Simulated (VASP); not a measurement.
# Ti (P6/mmm) in VASP: settings compared

Ti is run at these levels: LDA, PBEsol, BLYP; tasks: single point.

Everything below comes from runs of VASP 6.6.1. Logs are shortened: lines on timing, memory, paths and dates and some standing lists are left out, and cuts for length are marked.

## 1. The cell of the first run

Symmetry: P6/mmm, No. 191, hexagonal system. Conventional cell: a = 4.600 Å, b = 4.600 Å, c = 2.820 Å, α = 90.00°, β = 90.00°, γ = 120.00°. Within 3.7 Å of Ti (site symmetry 6/mmm) lie 14 Ti at 2.82 to 3.01 Å. Within 3.5 Å of Ti (site symmetry -6m2) lie 11 Ti at 2.66 to 3.01 Å.

## 2. Single point, LDA

Input file INCAR:

```
SYSTEM = Ti
  PREC = Accurate
  ENCUT = 520
  EDIFF = 1E-6
  ISMEAR = 1
  SIGMA = 0.02
  LREAL = .False.
  LASPH = .True.
  NELM = 60
  ALGO = Normal
  ISIF = 2
  LWAVE = .False.
  LCHARG = .False.
  GGA = CA
  NBANDS = 25
```

Input file KPOINTS:

```
regular mesh
0
Gamma
  7 7 10
  0 0 0
```

Input file POSCAR:

```
Ti
1.0
    4.6000000000      0.0000000000      0.0000000000
   -2.3000000000      3.9837168574      0.0000000000
    0.0000000000      0.0000000000      2.8200000000
Ti
3
Direct
    0.0000000000      0.0000000000      0.0000000000
    0.3333333333      0.6666666667      0.5000000000
    0.6666666667      0.3333333333      0.5000000000
```

Potentials or basis: VASP PAW LDA potentials, release 64 (Ti_sv).

The run is started by

```sh
cat potpaw_LDA.64/Ti_sv/POTCAR > POTCAR
mpirun -np 1 vasp_std > vasp.out
```

OUTCAR:

```text
SYSTEM = Ti
   PREC = Accurate
   ENCUT = 520
   EDIFF = 1E-6
   ISMEAR = 1
   LREAL = .False.
   LASPH = .True.
   NELM = 60
   ISIF = 2
   GGA = CA

 ion  position               nearest neighbor table
   1  0.000  0.000  0.000-
   2  0.333  0.667  0.500-   3 2.66   3 2.66   3 2.66
   3  0.667  0.333  0.500-   2 2.66   2 2.66   2 2.66

  LATTYP: Found a hexagonal cell.
 ALAT       =     4.6000000000
 C/A-ratio  =     0.6130434783

  Lattice vectors:

 A1 = (   4.6000000000,   0.0000000000,   0.0000000000)
 A2 = (  -2.3000000000,   3.9837168574,   0.0000000000)
 A3 = (   0.0000000000,   0.0000000000,   2.8200000000)

Analysis of symmetry for initial positions (statically):
=====================================================================
 Subroutine PRICEL returns:
 Original cell was already a primitive cell.

 Routine SETGRP: Setting up the symmetry group for a
 hexagonal supercell.

 Subroutine GETGRP returns: Found 24 space group operations
 (whereof 24 operations were pure point group operations)
 out of a pool of 24 trial point group operations.

The static configuration has the point symmetry D_6h.

Analysis of symmetry for dynamics (positions and initial velocities):
=====================================================================
 Subroutine PRICEL returns:
 Original cell was already a primitive cell.

 Routine SETGRP: Setting up the symmetry group for a
 hexagonal supercell.

 Subroutine GETGRP returns: Found 24 space group operations
 (whereof 24 operations were pure point group operations)
 out of a pool of 24 trial point group operations.

The dynamic configuration has the point symmetry D_6h.

 Subroutine INISYM returns: Found 24 space group operations
 (whereof 24 operations are pure point group operations),
 and found     1 'primitive' translations

----------------------------------------------------------------------------------------

                                     Primitive cell

  volume of cell :      51.6768

  direct lattice vectors                    reciprocal lattice vectors
     4.600000000  0.000000000  0.000000000     0.217391304  0.125510928  0.000000000
    -2.300000000  3.983716857  0.000000000     0.000000000  0.251021856  0.000000000
     0.000000000  0.000000000  2.820000000     0.000000000  0.000000000  0.354609929

  length of vectors
     4.600000000  4.600000000  2.820000000     0.251021856  0.251021856  0.354609929

  position of ions in fractional coordinates (direct lattice)
     0.000000000  0.000000000  0.000000000
     0.333333333  0.666666667  0.500000000
     0.666666667  0.333333333  0.500000000

  ion indices of the primitive-cell ions
   primitive index   ion index
                 1           1
                 2           2
                 3           3

----------------------------------------------------------------------------------------

 KPOINTS: regular mesh

Automatic generation of k-mesh.
 Grid dimensions read from file:
 generate k-points for:    7    7   10

 Generating k-lattice:

  Cartesian coordinates                     Fractional coordinates (reciprocal lattice)
     0.031055901  0.017930133  0.000000000     0.142857143 -0.000000000  0.000000000
     0.000000000  0.035860265  0.000000000     0.000000000  0.142857143  0.000000000
     0.000000000  0.000000000  0.035460993     0.000000000  0.000000000  0.100000000

  Length of vectors
     0.035860265  0.035860265  0.035460993

  Shift w.r.t. Gamma in fractional coordinates (k-lattice)
     0.000000000  0.000000000  0.000000000

 Subroutine IBZKPT returns following result:
 ===========================================

 Found     48 irreducible k-points:

 Following reciprocal coordinates:
            Coordinates               Weight
  0.000000  0.000000  0.000000      1.000000
  0.142857  0.000000  0.000000      6.000000
  0.285714  0.000000  0.000000      6.000000
  0.428571  0.000000  0.000000      6.000000
  0.142857  0.142857  0.000000      6.000000
  0.285714  0.142857  0.000000     12.000000
[... 16 lines left out ...]
  0.428571  0.142857  0.200000     12.000000
  0.285714  0.285714  0.200000     12.000000
 [... further k-points ...]
   k-points           NKPTS =     48   k-points in BZ     NKDIM =     48   number of bands    NBANDS=     25
   number of dos      NEDOS =    301   number of ions     NIONS =      3
   total plane-waves  NPLWV =  31104
   dimension x,y,z NGX =    36 NGY =   36 NGZ =   24
   dimension x,y,z NGXF=    72 NGYF=   72 NGZF=   48
   ions per type =               3
   NGX,Y,Z   is equivalent  to a cutoff of  13.01, 13.01, 14.15 a.u.
   NGXF,Y,Z  is equivalent  to a cutoff of  26.02, 26.02, 28.30 a.u.
 SYSTEM =  Ti
   PREC   = accura    normal or accurate (medium, high low for compatibility)
   ISTART =      0    job   : 0-new  1-cont  2-samecut
   ICHARG =      2    charge: 1-file 2-atom 10-const
   ISPIN  =      1    spin polarized calculation?
   LNONCOLLINEAR =      F non collinear calculations
   LSORBIT =      F    spin-orbit coupling
   LASPH  =      T    aspherical Exc in radial PAW
   ENCUT  =  520.0 eV  38.22 Ry    6.18 a.u.   8.55  8.55  5.24*2*pi/ulx,y,z
   NELM   =     60;   NELMIN=  2; NELMDL= -5     # of ELM steps
   EDIFF  = 0.1E-05   stopping-criterion for ELM
   LREAL  =      F    real-space projection
   EDIFFG = 0.1E-04   stopping-criterion for IOM
   NSW    =      0    number of steps for IOM
   IBRION =     -1    ionic relax: 0-MD 1-quasi-New 2-CG
   NFREE  =      0    steps in history (QN), initial steepest desc. (CG)
   ISIF   =      2    stress and relaxation
   ISYM   =      2    0-nonsym 1-usesym 2-fastsym
   POTIM  = 0.5000    time-step for ionic-motion
   TEBEG  =    0.0;   TEEND  =   0.0 temperature during run
   PSTRESS=    0.0 pullay stress
   NELECT =      36.0000    total number of electrons
   NUPDOWN=      -1.0000    fix difference up-down
   EMIN   =  10.00;   EMAX   =-10.00  energy-range for DOS
   EFERMI =   0.00;   METHOD = LEGACY
   ISMEAR =     1;   SIGMA  =   0.02  broadening in eV -4-tet -1-fermi 0-gaus
   EFERMI_NEDOS =   21; number of points for ismear=-14 and -15
   IALGO  =     38    algorithm
   IMIX   =      4    mixing-type and parameters
     AMIX     =   0.40;   BMIX     =  1.00
     AMIX_MAG =   1.60;   BMIX_MAG =  1.00
  volume/ion in A,a.u.               =      17.23       116.24
  Fermi-wavevector in a.u.,A,eV,Ry     =   1.451255  2.742475 28.655807  2.106142
  Thomas-Fermi vector in A             =   2.568774
   LORBIT       =      0    0 simple, 1 ext, 2 COOP (PROOUT), +10 PAW based schemes
   GGA     = CA    functional components
   LHFCALC =     F    Hartree Fock is set to
   AEXX    =    0.0000 exact exchange contribution
   IVDW    =     0    specifies the selected vdW correction
   LEPSILON=     F    determine dielectric tensor
   LRPA    =     F    only Hartree local field effects (RPA)
 non-spin polarized calculation
 Methfessel and Paxton  Order N= 1 SIGMA  =   0.02
  energy-cutoff  :      520.00
  volume of cell :       51.68
 maximum number of plane-waves:      1420
 NGX is ok and might be reduce to    36
   NGX = 17   NGY = 17   NGZ = 11

 number of electron      35.9999981 magnetization

 Free energy of the ion-electron system (eV)
  ---------------------------------------------------
  ext. energy  EPLUGINS =         0.00000000
  ---------------------------------------------------
  free energy    TOTEN  =       -25.59178833 eV

  energy without entropy =      -25.59164857  energy(sigma->0) =      -25.59174174

 E-fermi :   8.0666     XC(G=0): -11.8237

 val. band max:        8.0635472319   @ k =   0.2857   0.1429   0.0000
 cond. band min:       8.0820234711   @ k =   0.4286   0.1429   0.2000
 fundamental gap:      0.0184762391
 Fermi energy:         8.0666009777

 k-point     1 :       0.0000    0.0000    0.0000
  band No.  band energies     occupation
      1     -48.1404      2.00000
      2     -47.8667      2.00000
      3     -47.7032      2.00000
      4     -24.8439      2.00000
      5     -24.8439      2.00000
      6     -24.7122      2.00000
[... 17 lines left out ...]
     24       9.8838      0.00000
     25       9.9824      0.00000

 k-point     2 :       0.1429    0.0000    0.0000
  band No.  band energies     occupation
      1     -48.1379      2.00000
      2     -47.8617      2.00000
      3     -47.7111      2.00000
      4     -24.8898      2.00000
      5     -24.8737      2.00000
      6     -24.6652      2.00000
[... 17 lines left out ...]
     24       9.6346      0.00000
     25      10.3520      0.00000

 k-point     3 :       0.2857    0.0000    0.0000
  band No.  band energies     occupation
      1     -48.1323      2.00000
      2     -47.8467      2.00000
      3     -47.7323      2.00000
      4     -24.9532      2.00000
      5     -24.8741      2.00000
      6     -24.5996      2.00000
[... 17 lines left out ...]
     24       9.9010      0.00000
     25      10.7559      0.00000

 k-point     4 :       0.4286    0.0000    0.0000
  band No.  band energies     occupation
      1     -48.1281      2.00000
      2     -47.8268      2.00000
      3     -47.7568      2.00000
      4     -24.9905      2.00000
      5     -24.8287      2.00000
      6     -24.5761      2.00000
[... 17 lines left out ...]
     24      10.3187      0.00000
     25      10.4681      0.00000
[... 477 lines left out ...]
 k-point    22 :       0.2857    0.1429    0.2000
  band No.  band energies     occupation
      1     -48.1078      2.00000
      2     -47.8116      2.00000
      3     -47.7302      2.00000
      4     -24.9002      2.00000
      5     -24.8477      2.00000
      6     -24.6796      2.00000
[... 17 lines left out ...]
     24      10.1665      0.00000
     25      10.4792      0.00000

 k-point    23 :       0.4286    0.1429    0.2000
  band No.  band energies     occupation
      1     -48.1065      2.00000
      2     -47.7955      2.00000
      3     -47.7479      2.00000
      4     -24.9122      2.00000
      5     -24.8184      2.00000
      6     -24.7179      2.00000
[... 17 lines left out ...]
     24      10.3225      0.00000
     25      10.6628      0.00000

 k-point    24 :       0.2857    0.2857    0.2000
  band No.  band energies     occupation
      1     -48.1063      2.00000
      2     -47.7880      2.00000
      3     -47.7557      2.00000
      4     -24.8582      2.00000
      5     -24.8491      2.00000
      6     -24.7649      2.00000
[... 17 lines left out ...]
     24      10.5239      0.00000
     25      10.5891      0.00000

 [... further k-points ...]
[... 5 lines left out ...]
  --------------------------------------------------------------------------------------
  -------------------------------------------------------------------------------------
  Total       -3.1858161     -3.1858161     -2.5407564      0.0000000      0.0000000      0.0000000
  in kB      -98.7724629    -98.7724629    -78.7731487      0.0000000      0.0000000      0.0000000
  external PRESSURE =     -92.1060248 kB  Pullay stress =       0.0000000 kB

 VOLUME and BASIS-vectors are now :
 -----------------------------------------------------------------------------
  energy-cutoff  :      520.00
  volume of cell :       51.68
      direct lattice vectors                 reciprocal lattice vectors
     4.600000000  0.000000000  0.000000000     0.217391304  0.125510928  0.000000000
    -2.300000000  3.983716857  0.000000000     0.000000000  0.251021856  0.000000000
     0.000000000  0.000000000  2.820000000     0.000000000  0.000000000  0.354609929

 POSITION                                       TOTAL-FORCE (eV/Angst)
 -----------------------------------------------------------------------------------
      0.00000      0.00000      0.00000        -0.000000      0.000000      0.000000
     -0.00000      2.65581      1.41000        -0.000000     -0.000000     -0.000000
      2.30000      1.32791      1.41000         0.000000      0.000000      0.000000
 -----------------------------------------------------------------------------------
    total drift:                                0.000000      0.000000     -0.000000

  FREE ENERGIE OF THE ION-ELECTRON SYSTEM (eV)
  ---------------------------------------------------
  free  energy   TOTEN  =       -25.5917883260 eV

  energy  without entropy=      -25.5916485718  energy(sigma->0) =      -25.59174174
```

Wall time 2 min (1 thread of AMD EPYC 7R13, shared host); peak memory 0.15 GiB.

Results:

- Free energy: -25.5918 eV
- Pressure: -9.2 GPa
- Band gap on the k mesh: zero (band 18 reaches 8.20 eV, above the bottom of band 19 at 7.97 eV)

Stress tensor (GPa, compression positive):
```
-9.88  0.00  0.00
 0.00 -9.88  0.00
 0.00  0.00 -7.88
```

## 3. Single point, PBEsol

Input file INCAR:

```
SYSTEM = Ti
PREC = Accurate ; ENCUT = 520
EDIFF = 1E-7 ; ISMEAR = 1
SIGMA = 0.02 ; LREAL = .FALSE.
LASPH = .TRUE. ; NELM = 80
ALGO = Normal ; ISIF = 2
LWAVE = .FALSE. ; LCHARG = .FALSE.
GGA = PS ; NBANDS = 25
```

Input file KPOINTS:

```
Automatic mesh
0
G
  7 7 10
  0 0 0
```

POSCAR is that of step 2.

Potentials or basis: VASP PAW PBE potentials, release 64 (Ti_sv).

The run is started by

```sh
cat potpaw_PBE.64/Ti_sv/POTCAR > POTCAR
mpirun -np 1 vasp_std > vasp.out
```

Run time: 2.2 min. Hardware: 1 thread of AMD EPYC 7R13, shared host; peak memory 0.17 GiB.

It converged, with:

```
Free energy            : -25.0202 eV
Pressure               : -5.1 GPa
Band gap on the k mesh : zero (band 18 reaches 8.33 eV, above the bottom of band 19 at 8.10 eV)
```

Stress tensor (GPa, compression positive):
```
-5.60  0.00  0.00
 0.00 -5.60  0.00
 0.00  0.00 -4.12
```

Levels at points of the mesh, in eV from the Fermi level:
| k point | band 15 | band 16 | band 17 | band 18 | band 19 | band 20 | band 21 | band 22 |
| --- | --- | --- | --- | --- | --- | --- | --- | --- |
| (0.00, 0.00, 0.00) | -0.72 | -0.72 | -0.61 | -0.61 | -0.08 | 0.62 | 1.27 | 1.27 |
| (0.00, 0.00, 0.50) | -2.05 | -1.68 | -1.59 | -1.59 | 1.02 | 1.02 | 1.25 | 1.25 |

Caveat: the PAW data sets were made with another functional, which shifts forces and pressure a little.

## 4. Single point, BLYP

Input file INCAR:

```
AGGAC = 1.0 ; AGGAX = 1.0
ALDAC = 0.0 ; ALDAX = 1.0
ALGO = Normal ; EDIFF = 1E-6
ENCUT = 520 ; GGA = B5
ISIF = 2 ; ISMEAR = 1
LASPH = T ; LCHARG = T
LELF = T ; LREAL = F
LVHAR = T ; LWAVE = F
NBANDS = 25 ; NELM = 100
PREC = Accurate ; SIGMA = 0.02
```

Input file KPOINTS:

```
k-points
0
Gamma
  7 7 10
```

POSCAR is that of step 3.

The run is started by

```sh
cat potpaw_PBE.64/Ti_sv/POTCAR > POTCAR
mpirun -np 1 vasp_std > vasp.out
```

It took 2.4 min on 1 thread of AMD EPYC 7R13, shared host; peak memory 0.17 GiB.

The run converged. Its results:

```
Free energy            : -20.3055 eV
Pressure               : 2.0 GPa
Band gap on the k mesh : zero (band 18 reaches 8.88 eV, above the bottom of band 19 at 8.67 eV)
```

Stress tensor (GPa, compression positive):
```
1.46 0.00 0.00
0.00 1.46 0.00
0.00 0.00 3.14
```

Levels at points of the mesh, in eV from the Fermi level:
```csv
k point,band 15,band 16,band 17,band 18,band 19,band 20,band 21,band 22
"(0.00, 0.00, 0.00)",-0.68,-0.68,-0.59,-0.59,-0.10,0.56,1.19,1.19
"(0.00, 0.00, 0.50)",-2.05,-1.63,-1.63,-1.52,1.01,1.01,1.20,1.20
```

Caveat: the PAW data sets were made with another functional, which shifts forces and pressure a little.

## 5. The runs side by side

| level | potentials or basis | gap on the mesh (eV) | pressure (GPa) |
| --- | --- | --- | --- |
| LDA | VASP PAW LDA potentials, release 64 (Ti_sv) | none | -9.2 |
| PBEsol | VASP PAW PBE potentials, release 64 (Ti_sv) | none | -5.1 |
| BLYP | VASP PAW PBE potentials, release 64 (Ti_sv) | none | 2.0 |

Alike in all rows: task single point; no spin polarisation; cell as given; k mesh 7 × 7 × 10; cutoff (eV) 520; smearing methfessel-paxton 0.02 eV.

Caveats: the PAW data sets were made with another functional, which shifts forces and pressure a little (some runs).

Total energies depend on the potentials used, so only differences within one code and one set of settings carry meaning.
